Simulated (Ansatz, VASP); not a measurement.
# Si2W: VASP beside Ansatz

Contents of INCAR:

```
SYSTEM = Si2W
PREC = Accurate
ENCUT = 520
EDIFF = 1E-6
ISMEAR = 0
SIGMA = 0.03
LREAL = .FALSE.
LASPH = .TRUE.
NELM = 80
ALGO = Normal
ISIF = 2
LWAVE = .FALSE.
LCHARG = .TRUE.
GGA = PE
LELF = .TRUE.
LVHAR = .TRUE.
NBANDS = 43
```

KPOINTS

```
Automatic mesh
0
G
  9 9 6
  0 0 0
```

POSCAR

```
Si2W
1.0
    4.4975331999      0.0000000000      0.0000000000
   -2.2487666000      3.8949780055      0.0000000000
    0.0000000000      0.0000000000      6.9968123992
Si W
6 3
Direct
    0.8050634200      0.6101268399      0.5000000000
    0.1949365800      0.8050634200      0.8333333333
    0.6101268399      0.8050634200      0.1666666667
    0.1949365800      0.3898731601      0.5000000000
    0.8050634200      0.1949365800      0.8333333333
    0.3898731601      0.1949365800      0.1666666667
    0.0000000000      0.5000000000      0.1666666667
    0.5000000000      0.5000000000      0.8333333333
    0.5000000000      0.0000000000      0.5000000000
```

Input for Ansatz:

```yaml
crystal:
  lattice:
    - [4.4975331999, 0.0, 0.0]
    - [-2.2487666, 3.8949780055, 0.0]
    - [0.0, 0.0, 6.9968123992]
  atoms:
    - { symbol: Si, position: [0.80506342, 0.6101268399, 0.5] }
    - { symbol: Si, position: [0.19493658, 0.80506342, 0.8333333333] }
    - { symbol: Si, position: [0.6101268399, 0.80506342, 0.1666666667] }
    - { symbol: Si, position: [0.19493658, 0.3898731601, 0.5] }
    - { symbol: Si, position: [0.80506342, 0.19493658, 0.8333333333] }
    - { symbol: Si, position: [0.3898731601, 0.19493658, 0.1666666667] }
    - { symbol: W, position: [0.0, 0.5, 0.1666666667] }
    - { symbol: W, position: [0.5, 0.5, 0.8333333333] }
    - { symbol: W, position: [0.5, 0.0, 0.5] }
basis:
  ecutwfc: 420
kpoints:
  mp_grid: { grid: [9, 9, 6] }
hamiltonian:
  xc: pbe
  pseudopotentials: { kind: paw, azcp: { folder: soft_1 } }
scf:
  occupations: { method: gaussian, width: 0.03 }
output:
  forces: true
  stress: true
  eigenvalues: true
```

Alike in both runs: task single point; functional PBE; k mesh 9 × 9 × 6; occupations gaussian, width 0.03 eV; no spin polarisation.

|  | VASP | Ansatz |
| --- | --- | --- |
| version | VASP 6.6.1 | Ansatz 0.2.0 |
| potentials or method | VASP PAW PBE potentials, release 64 (Si, W_sv), cutoff 520 eV | scalar-relativistic, plane waves, PAW |
| valence electrons in the cell | 66 | 66 |

|  | VASP | Ansatz | Ansatz less VASP |
| --- | --- | --- | --- |
| gap on the k mesh at the Fermi level (eV) | none | none | - |
| pressure (GPa) | 10.5 | 10.4 | -0.02 |
| traceless stress, the component that is largest in VASP (GPa) | -15.60 | -15.66 | -0.053 |
| rms of the force components (eV/Å) | 1.892 | 1.893 | +0.0006 |

Atom by atom the forces differ by 0.001 eV/Å (rms over components). A gap of «none» marks a metal or a gap that the smearing closes.

Neither program's run includes spin-orbit coupling.
